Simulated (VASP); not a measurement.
Input of a VASP 6.6.1 run:

POSCAR

```
BaTe
1.0
    0.1024392185      3.5323868441      3.5323868441
    3.5323868441      0.1024392185      3.5323868441
    3.6348260626      3.6348260626      0.0000000000
Ba Te
1 1
Direct
    0.0000000000      0.0000000000      0.0000000000
    0.5000000000      0.5000000000      0.5000000000
```

File INCAR.step1:

```
SYSTEM = BaTe
ALGO     = Normal         ! electronic algorithm
EDIFF    = 1E-5           ! SCF threshold, eV
ENCUT    = 520            ! plane-wave cutoff, eV
GGA      = PE             ! functional
ISIF     = 2              ! what is computed and relaxed
ISMEAR   = 0              ! smearing method
LASPH    = .TRUE.         ! aspherical terms in the spheres
LCHARG   = .FALSE.        ! write CHGCAR
LREAL    = .FALSE.        ! projectors in reciprocal space
LWAVE    = .TRUE.         ! write WAVECAR
NBANDS   = 15             ! bands
NELM     = 80             ! most SCF steps
PREC     = Accurate       ! precision mode
SIGMA    = 0.01           ! smearing width, eV
```

The input INCAR.step2:

```
SYSTEM = BaTe
ALGO     = Normal         ! electronic algorithm
EDIFF    = 1E-6           ! SCF threshold, eV
ENCUT    = 520            ! plane-wave cutoff, eV
GGA      = PE             ! functional
HFSCREEN = 0.2079         ! screening, 1/A
ISIF     = 2              ! what is computed and relaxed
ISMEAR   = 0              ! smearing method
ISTART   = 1            
LASPH    = .TRUE.         ! aspherical terms in the spheres
LCHARG   = .FALSE.        ! write CHGCAR
LHFCALC  = .TRUE.         ! exact exchange
LREAL    = .FALSE.        ! projectors in reciprocal space
LWAVE    = .FALSE.        ! write WAVECAR
NBANDS   = 15             ! bands
NELM     = 80             ! most SCF steps
PREC     = Accurate       ! precision mode
PRECFOCK = Normal       
SIGMA    = 0.01           ! smearing width, eV
```

KPOINTS

```
k-points
0
G
  4 4 4
  0 0 0
```

Potentials or basis: VASP PAW PBE potentials, release 64 (Ba_sv, Te).

Launch:

```sh
$ cat potpaw_PBE.64/Ba_sv/POTCAR potpaw_PBE.64/Te/POTCAR > POTCAR
$ cp INCAR.step1 INCAR
$ mpirun -np 1 vasp_std > vasp.out
$ cp INCAR.step2 INCAR
$ mpirun -np 1 vasp_std > vasp.out
```

Problem. Predict the band gap on the k mesh.

Solution. 2.17 eV (least direct gap 2.57 eV).

Problem. Estimate the pressure.

Solution. 0.0 GPa.

Stress tensor (GPa, compression positive):
```
-0.01 -0.72  0.00
-0.72 -0.01  0.00
 0.00  0.00 -0.06
```

Caveat: the cell differs from its parent crystal (shear xy strain +5.8%); the PAW data sets were made with another functional, which shifts forces and pressure a little; spin-orbit coupling is left out, which moves the levels of the heavy elements. A k mesh can miss the band edges.
